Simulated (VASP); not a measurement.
# C (I4/mmm) in VASP: further runs

C is run at these levels: PBE; tasks: single point.

All numbers are computed with VASP 6.6.1; they aren't measurements. Logs are shortened: lines on timing, memory, paths and dates and some standing lists are left out, and cuts for length are marked.

### 1 The cell of the first run

Symmetry: I4/mmm, No. 139, tetragonal system. The conventional cell has a = 2.606 Å, b = 2.606 Å, c = 2.115 Å, α = 90.00°, β = 90.00°, γ = 90.00°. C (site symmetry 4/mmm) has 14 C at 2.11 to 2.61 Å within 2.8 Å.

### 2 Single point, PBE (Si replaced by C, lengths x 0.811, strained)

INCAR reads:

```
SYSTEM = C
PREC = Accurate
ENCUT = 520
EDIFF = 1E-6
ISMEAR = 0
SIGMA = 0.1
LREAL = .False.
LASPH = .True.
NELM = 80
ALGO = Normal
ISIF = 2
LWAVE = .False.
LCHARG = .False.
GGA = PE
NBANDS = 8
```

KPOINTS reads:

```
Automatic mesh
0
Gamma
  10 10 10
  0 0 0
```

POSCAR reads:

```
C
1.0
   -1.3030269469      1.3030269469      1.0574771561
    1.3030269469     -1.3030269469      1.0574771561
    1.3030269469      1.3030269469     -1.0574771561
C
1
Direct
    0.0000000000      0.0000000000      0.0000000000
```

Potentials or basis: VASP PAW PBE potentials, release 64 (C).

Run with:

```
$ cat potpaw_PBE.64/C/POTCAR > POTCAR
$ mpirun -np 1 vasp_std > vasp.out
```

OUTCAR:

```text
SYSTEM = C
   PREC = Accurate
   ENCUT = 520
   EDIFF = 1E-6
   ISMEAR = 0
   LREAL = .False.
   LASPH = .True.
   NELM = 80
   ISIF = 2
   GGA = PE

 ion  position               nearest neighbor table
   1  0.000  0.000  0.000-

  LATTYP: Found a body centered tetragonal cell.
 ALAT       =     2.6060538938
 C/A-ratio  =     0.8115543263

  Lattice vectors:

 A1 = (  -1.3030269469,   1.3030269469,   1.0574771561)
 A2 = (   1.3030269469,  -1.3030269469,   1.0574771561)
 A3 = (   1.3030269469,   1.3030269469,  -1.0574771561)

Analysis of symmetry for initial positions (statically):
=====================================================================
 Subroutine PRICEL returns:
 Original cell was already a primitive cell.

 Routine SETGRP: Setting up the symmetry group for a
 body centered tetragonal supercell.

 Subroutine GETGRP returns: Found 16 space group operations
 (whereof 16 operations were pure point group operations)
 out of a pool of 16 trial point group operations.

The static configuration has the point symmetry D_4h.

Analysis of symmetry for dynamics (positions and initial velocities):
=====================================================================
 Subroutine PRICEL returns:
 Original cell was already a primitive cell.

 Routine SETGRP: Setting up the symmetry group for a
 body centered tetragonal supercell.

 Subroutine GETGRP returns: Found 16 space group operations
 (whereof 16 operations were pure point group operations)
 out of a pool of 16 trial point group operations.

The dynamic configuration has the point symmetry D_4h.

 Subroutine INISYM returns: Found 16 space group operations
 (whereof 16 operations are pure point group operations),
 and found     1 'primitive' translations

----------------------------------------------------------------------------------------

                                     Primitive cell

  volume of cell :       7.1819

  direct lattice vectors                    reciprocal lattice vectors
    -1.303026947  1.303026947  1.057477156     0.000000000  0.383721919  0.472823453
     1.303026947 -1.303026947  1.057477156     0.383721919  0.000000000  0.472823453
     1.303026947  1.303026947 -1.057477156     0.383721919  0.383721919  0.000000000

  length of vectors
     2.124621468  2.124621468  2.124621468     0.608937212  0.608937212  0.542664741

  position of ions in fractional coordinates (direct lattice)
     0.000000000  0.000000000  0.000000000

  ion indices of the primitive-cell ions
   primitive index   ion index
                 1           1

----------------------------------------------------------------------------------------

 KPOINTS: Automatic mesh

Automatic generation of k-mesh.
 Grid dimensions read from file:
 generate k-points for:   10   10   10

 Generating k-lattice:

  Cartesian coordinates                     Fractional coordinates (reciprocal lattice)
     0.000000000  0.038372192  0.047282345     0.100000000  0.000000000 -0.000000000
     0.038372192  0.000000000  0.047282345     0.000000000  0.100000000 -0.000000000
     0.038372192  0.038372192  0.000000000     0.000000000  0.000000000  0.100000000

  Length of vectors
     0.060893721  0.060893721  0.054266474

  Shift w.r.t. Gamma in fractional coordinates (k-lattice)
     0.000000000  0.000000000  0.000000000

 Subroutine IBZKPT returns following result:
 ===========================================

 Found    102 irreducible k-points:

 Following reciprocal coordinates:
            Coordinates               Weight
  0.000000  0.000000  0.000000      1.000000
  0.100000  0.000000  0.000000      8.000000
  0.200000  0.000000  0.000000      8.000000
  0.300000  0.000000  0.000000      8.000000
  0.400000  0.000000 -0.000000      8.000000
  0.500000  0.000000  0.000000      4.000000
[... 16 lines left out ...]
  0.300000  0.300000  0.000000      8.000000
  0.400000  0.300000 -0.000000     16.000000
 [... further k-points ...]
   k-points           NKPTS =    102   k-points in BZ     NKDIM =    102   number of bands    NBANDS=      8
   number of dos      NEDOS =    301   number of ions     NIONS =      1
   total plane-waves  NPLWV =   4096
   dimension x,y,z NGX =    16 NGY =   16 NGZ =   16
   dimension x,y,z NGXF=    32 NGYF=   32 NGZF=   32
   ions per type =               1
   NGX,Y,Z   is equivalent  to a cutoff of  12.52, 12.52, 12.52 a.u.
   NGXF,Y,Z  is equivalent  to a cutoff of  25.04, 25.04, 25.04 a.u.
 SYSTEM =  C
   PREC   = accura    normal or accurate (medium, high low for compatibility)
   ISTART =      0    job   : 0-new  1-cont  2-samecut
   ICHARG =      2    charge: 1-file 2-atom 10-const
   ISPIN  =      1    spin polarized calculation?
   LNONCOLLINEAR =      F non collinear calculations
   LSORBIT =      F    spin-orbit coupling
   LASPH  =      T    aspherical Exc in radial PAW
   ENCUT  =  520.0 eV  38.22 Ry    6.18 a.u.   3.95  3.95  3.95*2*pi/ulx,y,z
   NELM   =     80;   NELMIN=  2; NELMDL= -5     # of ELM steps
   EDIFF  = 0.1E-05   stopping-criterion for ELM
   LREAL  =      F    real-space projection
   EDIFFG = 0.1E-04   stopping-criterion for IOM
   NSW    =      0    number of steps for IOM
   IBRION =     -1    ionic relax: 0-MD 1-quasi-New 2-CG
   NFREE  =      0    steps in history (QN), initial steepest desc. (CG)
   ISIF   =      2    stress and relaxation
   ISYM   =      2    0-nonsym 1-usesym 2-fastsym
   POTIM  = 0.5000    time-step for ionic-motion
   TEBEG  =    0.0;   TEEND  =   0.0 temperature during run
   PSTRESS=    0.0 pullay stress
   NELECT =       4.0000    total number of electrons
   NUPDOWN=      -1.0000    fix difference up-down
   EMIN   =  10.00;   EMAX   =-10.00  energy-range for DOS
   EFERMI =   0.00;   METHOD = LEGACY
   ISMEAR =     0;   SIGMA  =   0.10  broadening in eV -4-tet -1-fermi 0-gaus
   EFERMI_NEDOS =   21; number of points for ismear=-14 and -15
   IALGO  =     38    algorithm
   IMIX   =      4    mixing-type and parameters
     AMIX     =   0.40;   BMIX     =  1.00
     AMIX_MAG =   1.60;   BMIX_MAG =  1.00
  volume/ion in A,a.u.               =       7.18        48.47
  Fermi-wavevector in a.u.,A,eV,Ry     =   1.346942  2.545351 24.684408  1.814253
  Thomas-Fermi vector in A             =   2.474733
   LORBIT       =      0    0 simple, 1 ext, 2 COOP (PROOUT), +10 PAW based schemes
   GGA     = PE    functional components
   LHFCALC =     F    Hartree Fock is set to
   AEXX    =    0.0000 exact exchange contribution
   IVDW    =     0    specifies the selected vdW correction
   LEPSILON=     F    determine dielectric tensor
   LRPA    =     F    only Hartree local field effects (RPA)
 non-spin polarized calculation
 Gauss-broadening in eV      SIGMA  =   0.10
  energy-cutoff  :      520.00
  volume of cell :        7.18
 maximum number of plane-waves:       202
   NGX =  7   NGY =  7   NGZ =  7

 number of electron       4.0000000 magnetization

 Free energy of the ion-electron system (eV)
  ---------------------------------------------------
  ext. energy  EPLUGINS =         0.00000000
  ---------------------------------------------------
  free energy    TOTEN  =        -4.86656420 eV

  energy without entropy =       -4.86497347  energy(sigma->0) =       -4.86576884

 E-fermi :   7.6858     XC(G=0): -12.7624

 val. band max:        7.6857676754   @ k =  -0.2000   0.4000   0.1000
 cond. band min:       7.8273685889   @ k =   0.5000   0.5000   0.4000
 fundamental gap:      0.1416009134
 Fermi energy:         7.6857983932

 k-point     1 :       0.0000    0.0000    0.0000
  band No.  band energies     occupation
      1     -11.1824      2.00000
      2      15.1731      0.00000
      3      15.1732      0.00000
      4      17.1209      0.00000
      5      34.0067      0.00000
      6      35.7798      0.00000
      7      44.1638      0.00000
      8      44.1638      0.00000

 k-point     2 :       0.1000    0.0000    0.0000
  band No.  band energies     occupation
      1     -10.7162      2.00000
      2      14.6284      0.00000
      3      14.7819      0.00000
      4      16.3638      0.00000
      5      34.2935      0.00000
      6      35.3568      0.00000
      7      39.6635      0.00000
      8      40.8044      0.00000

 k-point     3 :       0.2000    0.0000    0.0000
  band No.  band energies     occupation
      1      -9.3234      2.00000
      2      13.0083      0.00000
      3      13.4147      0.00000
      4      14.8534      0.00000
      5      31.9512      0.00000
      6      32.6058      0.00000
      7      38.7833      0.00000
      8      42.1840      0.00000

 k-point     4 :       0.3000    0.0000    0.0000
  band No.  band energies     occupation
      1      -7.0249      2.00000
      2       9.1686      0.00000
      3      12.1957      0.00000
      4      13.9235      0.00000
      5      28.7644      0.00000
      6      30.0150      0.00000
      7      39.0142      0.00000
      8      44.4365      0.00000

 k-point     5 :       0.4000    0.0000   -0.0000
  band No.  band energies     occupation
      1      -3.8682      2.00000
      2       4.5689      2.00000
      3      11.3599      0.00000
      4      13.3515      0.00000
      5      27.0177      0.00000
      6      28.2618      0.00000
      7      39.1482      0.00000
      8      46.0145      0.00000

 k-point     6 :       0.5000    0.0000    0.0000
  band No.  band energies     occupation
      1      -0.2354      2.00000
      2       0.3765      2.00000
      3      11.0674      0.00000
      4      13.1510      0.00000
      5      26.4740      0.00000
      6      27.6589      0.00000
      7      39.2128      0.00000
      8      47.9334      0.00000

 k-point     7 :       0.1000    0.1000    0.0000
  band No.  band energies     occupation
      1      -9.6902      2.00000
      2      13.3292      0.00000
      3      14.5352      0.00000
      4      14.7940      0.00000
      5      32.8538      0.00000
      6      34.3498      0.00000
      7      36.4218      0.00000
      8      41.2924      0.00000

 k-point     8 :       0.2000    0.1000    0.0000
  band No.  band energies     occupation
      1      -7.7484      2.00000
      2      10.6481      0.00000
      3      12.7998      0.00000
      4      13.7015      0.00000
      5      30.2546      0.00000
      6      30.8628      0.00000
      7      37.7178      0.00000
      8      40.9620      0.00000

 k-point     9 :       0.3000    0.1000    0.0000
  band No.  band energies     occupation
      1      -4.9246      2.00000
      2       6.5075      2.00000
      3      11.3287      0.00000
      4      12.9099      0.00000
      5      28.1200      0.00000
      6      29.2512      0.00000
      7      37.8430      0.00000
      8      43.1965      0.00000

 k-point    10 :       0.4000    0.1000    0.0000
  band No.  band energies     occupation
      1      -1.3022      2.00000
      2       2.0344      2.00000
      3      10.3271      0.00000
      4      12.5969      0.00000
      5      27.1723      0.00000
      6      28.7386      0.00000
      7      38.2799      0.00000
      8      45.5692      0.00000
[... 78 lines left out ...]
 k-point    18 :       0.4000    0.2000   -0.0000
  band No.  band energies     occupation
      1       0.1735      2.00000
      2       2.0670      2.00000
      3       6.9620      2.00000
      4      12.5326      0.00000
      5      28.1764      0.00000
      6      30.9839      0.00000
      7      38.5379      0.00000
      8      44.7104      0.00000

 k-point    19 :       0.5000    0.2000    0.0000
  band No.  band energies     occupation
      1      -3.4785      2.00000
      2       6.1756      2.00000
      3       7.0320      2.00000
      4      13.3098      0.00000
      5      28.7570      0.00000
      6      32.4241      0.00000
      7      38.7366      0.00000
      8      45.8798      0.00000

 k-point    20 :      -0.4000    0.2000    0.0000
  band No.  band energies     occupation
      1      -6.4192      2.00000
      2       7.0731      2.00000
      3      11.0997      0.00000
      4      14.3412      0.00000
      5      30.5563      0.00000
      6      33.6874      0.00000
      7      38.7340      0.00000
      8      43.8417      0.00000

 k-point    21 :      -0.3000    0.2000    0.0000
  band No.  band energies     occupation
      1      -8.5132      2.00000
      2       8.3591      0.00000
      3      14.5067      0.00000
      4      15.2551      0.00000
      5      33.1858      0.00000
      6      35.2028      0.00000
      7      38.0239      0.00000
      8      42.2483      0.00000

 k-point    22 :      -0.2000    0.2000    0.0000
  band No.  band energies     occupation
      1      -9.7070      2.00000
      2      10.2069      0.00000
      3      15.5155      0.00000
      4      16.0281      0.00000
      5      34.0266      0.00000
      6      36.4736      0.00000
      7      39.9792      0.00000
      8      42.1374      0.00000

 k-point    23 :       0.3000    0.3000    0.0000
  band No.  band energies     occupation
      1       1.7245      2.00000
      2       2.1779      2.00000
      3       4.6231      2.00000
      4      12.4643      0.00000
      5      29.1580      0.00000
      6      30.8455      0.00000
      7      40.1080      0.00000
      8      42.2246      0.00000

 k-point    24 :       0.4000    0.3000   -0.0000
  band No.  band energies     occupation
      1      -0.8614      2.00000
      2       3.0946      2.00000
      3       5.9686      2.00000
      4      13.2559      0.00000
      5      29.7886      0.00000
      6      32.6158      0.00000
      7      38.8815      0.00000
      8      45.0049      0.00000

 [... further k-points ...]
[... 5 lines left out ...]
  --------------------------------------------------------------------------------------
  -------------------------------------------------------------------------------------
  Total       -0.5000964     -0.5000964     -0.5715215      0.0000000      0.0000000      0.0000000
  in kB     -111.5646414   -111.5646414   -127.4985975      0.0000000      0.0000000      0.0000000
  external PRESSURE =    -116.8759601 kB  Pullay stress =       0.0000000 kB

 VOLUME and BASIS-vectors are now :
 -----------------------------------------------------------------------------
  energy-cutoff  :      520.00
  volume of cell :        7.18
      direct lattice vectors                 reciprocal lattice vectors
    -1.303026947  1.303026947  1.057477156     0.000000000  0.383721919  0.472823453
     1.303026947 -1.303026947  1.057477156     0.383721919  0.000000000  0.472823453
     1.303026947  1.303026947 -1.057477156     0.383721919  0.383721919  0.000000000

 POSITION                                       TOTAL-FORCE (eV/Angst)
 -----------------------------------------------------------------------------------
      0.00000      0.00000      0.00000        -0.000000      0.000000      0.000000
 -----------------------------------------------------------------------------------
    total drift:                                0.000000      0.000000     -0.000000

  FREE ENERGIE OF THE ION-ELECTRON SYSTEM (eV)
  ---------------------------------------------------
  free  energy   TOTEN  =        -4.8665642023 eV

  energy  without entropy=       -4.8649734702  energy(sigma->0) =       -4.86576884
```

Run time: 2.5 s. Hardware: 1 thread of AMD EPYC 9R45 (Zen 5), shared host; peak memory 0.08 GiB.

What came out:

- Free energy: -4.8666 eV
- Pressure: -11.7 GPa
- Band gap on the k mesh: zero (band 2 reaches 15.17 eV, above the bottom of band 3 at 3.88 eV)

Levels at points of the mesh, in eV from the Fermi level:
```csv
k point,band 1,band 2,band 3,band 4,band 5,band 6
"(0.00, 0.00, 0.00)",-18.87,7.49,7.49,9.44,26.32,28.09
"(0.50, 0.00, 0.00)",-7.92,-7.31,3.38,5.47,18.79,19.97
"(0.50, 0.50, 0.00)",-10.53,-9.00,6.65,8.46,26.11,28.63
"(0.50, 0.50, 0.50)",-3.42,-3.42,-2.37,3.14,9.62,17.16
```

Caveat: the k points lie up to 0.38 Å⁻¹ apart; the cell differs from its parent crystal (Si replaced by C, lengths x 0.811, strained).

(Part 1 of 2 ends here.)
